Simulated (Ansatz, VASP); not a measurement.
# LiNbO3: VASP beside Ansatz

Contents of INCAR:

```
SYSTEM = LiNbO3
  ALGO = Normal
  EDIFF = 1E-6
  ENCUT = 520
  GGA = PE
  ISIF = 2
  ISMEAR = 0
  LASPH = .True.
  LCHARG = .False.
  LREAL = .False.
  LWAVE = .False.
  NBANDS = 45
  NELM = 80
  PREC = Accurate
  SIGMA = 0.05
```

Contents of KPOINTS:

```
k-points
0
Gamma
  6 6 6
  0 0 0
```

The input POSCAR:

```
LiNbO3
1.0
    2.6365700205      1.5222244111      4.3811005174
   -2.6365700205      1.5222244111      4.3811005174
    0.0000000000     -3.0444488221      4.3811005174
Li Nb O
2 2 6
Direct
    0.2815913687      0.2815913687      0.2815913687
    0.7815913687      0.7815913687      0.7815913687
    0.0004900497      0.0004900497      0.0004900497
    0.5004900497      0.5004900497      0.5004900497
    0.1104619503      0.3580262714      0.7211003599
    0.7211003599      0.1104619503      0.3580262714
    0.3580262714      0.7211003599      0.1104619503
    0.2211003599      0.8580262714      0.6104619503
    0.8580262714      0.6104619503      0.2211003599
    0.6104619503      0.2211003599      0.8580262714
```

Input for Ansatz:

```yaml
crystal:
  lattice:
    - [2.6365700205, 1.5222244111, 4.3811005174]
    - [-2.6365700205, 1.5222244111, 4.3811005174]
    - [0.0, -3.0444488221, 4.3811005174]
  atoms:
    - { symbol: Li, position: [0.2815913687, 0.2815913687, 0.2815913687] }
    - { symbol: Li, position: [0.7815913687, 0.7815913687, 0.7815913687] }
    - { symbol: Nb, position: [0.0004900497, 0.0004900497, 0.0004900497] }
    - { symbol: Nb, position: [0.5004900497, 0.5004900497, 0.5004900497] }
    - { symbol: O, position: [0.1104619503, 0.3580262714, 0.7211003599] }
    - { symbol: O, position: [0.7211003599, 0.1104619503, 0.3580262714] }
    - { symbol: O, position: [0.3580262714, 0.7211003599, 0.1104619503] }
    - { symbol: O, position: [0.2211003599, 0.8580262714, 0.6104619503] }
    - { symbol: O, position: [0.8580262714, 0.6104619503, 0.2211003599] }
    - { symbol: O, position: [0.6104619503, 0.2211003599, 0.8580262714] }
basis:
  ecutwfc: 520.0
kpoints:
  mp_grid: { grid: [6, 6, 6] }
hamiltonian:
  xc: pbe
  pseudopotentials: { kind: paw, azcp: { folder: soft_1 } }
scf:
  occupations: { method: gaussian, width: 0.05 }
output:
  forces: true
  stress: true
  eigenvalues: true
```

Alike in both runs: task single point; functional PBE; k mesh 6 × 6 × 6; occupations gaussian, width 0.05 eV; no spin polarisation.

```csv
,VASP,Ansatz
version,VASP 6.6.1,Ansatz 0.2.0
potentials or method,"VASP PAW PBE potentials, release 64 (Li_sv, Nb_sv, O), cutoff 520 eV","scalar-relativistic, plane waves, PAW"
valence electrons in the cell,68,68
```

|  | VASP | Ansatz | Ansatz less VASP |
| --- | --- | --- | --- |
| gap on the k mesh at the Fermi level (eV) | 3.57 | 3.59 | +0.016 |
| least direct gap on the mesh (eV) | 3.63 | 3.65 | +0.017 |
| rms of the force components (eV/Å) | 0.093 | 0.091 | -0.0021 |

Atom by atom the forces differ by 0.012 eV/Å (rms over components).

Noted on VASP's run: the cutoff is under 1.25 times that of the potentials, so the pressure is a little rough.
